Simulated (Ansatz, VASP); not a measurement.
## Two plane-wave programs on PtSe2

The input INCAR:

```
ALGO = Normal ; EDIFF = 1E-8
ENCUT = 520 ; GGA = PE
ISIF = 2 ; ISMEAR = -1
LASPH = T ; LCHARG = F
LEFG = T ; LREAL = F
LWAVE = F ; NBANDS = 18
NELM = 80 ; PREC = Accurate
SIGMA = 0.02
```

File KPOINTS:

```
k-points
0
Gamma
  9 9 6
```

Contents of POSCAR:

```
PtSe2
1.0
    3.7240000000      0.0000000000      0.0000000000
   -1.8620000000      3.2250786037      0.0000000000
    0.0000000000      0.0000000000      5.0620000000
Pt Se
1 2
Direct
    0.0000000000      0.0000000000      0.0000000000
    0.3333333333      0.6666666667      0.2500000000
    0.6666666667      0.3333333333      0.7500000000
```

Input for Ansatz:

```yaml
crystal:
  lattice:
    - [3.724, 0.0, 0.0]
    - [-1.862, 3.2250786037, 0.0]
    - [0.0, 0.0, 5.062]
  atoms:
    - { symbol: Pt, position: [0.0, 0.0, 0.0] }
    - { symbol: Se, position: [0.3333333333, 0.6666666667, 0.25] }
    - { symbol: Se, position: [0.6666666667, 0.3333333333, 0.75] }
kpoints:
  mp_grid: { grid: [9, 9, 6] }
scf:
  occupations: { method: fermi_dirac, width: 0.02 }
hamiltonian:
  xc: pbe
  pseudopotentials: { kind: paw }
output:
  forces: true
  stress: true
  populations: true
  efg: { contact_densities: true }
```

Alike in both runs: task electric field gradients; functional PBE; k mesh 9 × 9 × 6; occupations fermi-dirac, width 0.02 eV; no spin polarisation.

|  | VASP | Ansatz |
| --- | --- | --- |
| version | VASP 6.6.1 | Ansatz 0.2.0 |
| potentials or method | VASP PAW PBE potentials, release 64 (Pt, Se) | plane-wave PAW, scalar-relativistic |
| plane-wave cutoff (eV) | 520 | 420 |
| valence electrons in the cell | 22 | 50 |

VASP gave:

| Property | Result |
| --- | --- |
| pressure (GPa) | 7.3 |
| traceless stress, the component that is largest in VASP (GPa) | -1.28 |
| rms of the force components (eV/Å) | 0.276 |
| size of Vzz on the site where it differs most (V/Å²) | 141.0 |

Question: Which values does Ansatz return?

Answer: Pressure (GPa): 7.3; traceless stress, the component that is largest in VASP (GPa): -1.27; rms of the force components (eV/Å): 0.273; size of Vzz on the site where it differs most (V/Å²): 86.5.

Atom by atom the forces differ by 0.003 eV/Å (rms over components). VASP's potentials hold 22 valence electrons a cell and Ansatz's 50, so a difference there can come from the potentials and not from the codes.

Neither program's run includes spin-orbit coupling.
